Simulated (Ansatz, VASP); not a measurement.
## Lu in VASP and in Ansatz

```
Lu
1.0
     3.11550    0.00000    0.00000
     0.00000    3.11550    0.00000
     0.00000    0.00000    3.11550
Lu
1
Direct
  0.00000 0.00000 0.00000
```

Alike in both runs: task single point; functional revPBE; k mesh 11 × 11 × 11; occupations fermi-dirac, width 0.1 eV; no spin polarisation.

```csv
,VASP,Ansatz
version,VASP 6.6.1,Ansatz 0.2.0
potentials or method,"VASP PAW PBE potentials, release 64 (Lu), cutoff 520 eV","plane waves (420 eV) with PAW, scalar-relativistic"
valence electrons in the cell,25,25
```

|  | VASP | Ansatz | Ansatz less VASP |
| --- | --- | --- | --- |
| pressure (GPa) | 4.3 | 4.2 | -0.11 |

VASP's potentials were made for PBE, not for revPBE.

Neither program's run includes spin-orbit coupling.
